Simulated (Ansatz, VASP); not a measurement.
Two plane-wave programs on NiO2

```xyz
3
Lattice="2.7135 0.0000 0.0000 -1.3567 2.3500 0.0000 0.0000 0.0000 5.2343" Properties=species:S:1:pos:R:3 pbc="T T T"
Ni    0.0000    0.0000    2.6172
O     1.3567    0.7833    3.5336
O     0.0000    1.5666    1.7007
```

Alike in both runs: task single point; functional PBEsol; k mesh 12 × 12 × 6; occupations gaussian, width 0.05 eV; no spin polarisation.

```csv
,VASP,Ansatz
version,VASP 6.6.1,Ansatz 0.2.0
potentials or method,"VASP PAW PBE potentials, release 64 (Ni_sv_GW, O), cutoff 700 eV","scalar-relativistic, plane waves, PAW"
valence electrons in the cell,30,30
```

Ansatz gave:

```
gap on the k mesh at the Fermi level (eV)                     : 1.27
least direct gap on the mesh (eV)                             : 1.53
pressure (GPa)                                                : 14.6
traceless stress, the component that is largest in VASP (GPa) : -5.07
rms of the force components (eV/Å)                            : 0.510
```

Task: Estimate VASP's values.

Result: gap on the k mesh at the Fermi level (eV): 1.26; least direct gap on the mesh (eV): 1.52; pressure (GPa): 14.6; traceless stress, the component that is largest in VASP (GPa): -5.61; rms of the force components (eV/Å): 0.537.

VASP's potentials were made for PBE, not for PBEsol. Atom by atom the forces differ by 0.027 eV/Å (rms over components).
